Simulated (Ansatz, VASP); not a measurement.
# BeRu: VASP beside Ansatz

```
CELL_PARAMETERS angstrom
2.44835 0.00000 0.00000
-1.22417 2.12033 0.00000
0.00000 0.00000 3.71804
ATOMIC_POSITIONS crystal
Be 0.00000 0.00000 0.50000
Ru 0.66667 0.33333 0.00000
```

Change from the starting cell: volume scaled by 0.94.

Alike in both runs: task single point; functional PBE; k mesh 12 × 12 × 7; occupations fermi-dirac, width 0.05 eV; no spin polarisation.

```csv
,VASP,Ansatz
version,VASP 6.6.1,Ansatz 0.2.0
potentials or method,"VASP PAW PBE potentials, release 64 (Be, Ru_pv), cutoff 520 eV","all-electron LAPW, scalar-relativistic"
```

VASP gave:

```
gap on the k mesh at the Fermi level (eV)                     : none
pressure (GPa)                                                : 62.2
traceless stress, the component that is largest in VASP (GPa) : -35.36
```

Problem. Which values does Ansatz return?

Solution. gap on the k mesh at the Fermi level (eV): none; pressure (GPa): 61.7; traceless stress, the component that is largest in VASP (GPa): -35.15.

A gap of «none» marks a metal or a gap that the smearing closes. Both programs put the cell under a high pressure, so it lies far from rest at this level. Ansatz ran all-electron here, and VASP with PAW potentials.

Noted on VASP's run: the cell as given lies far from equilibrium.
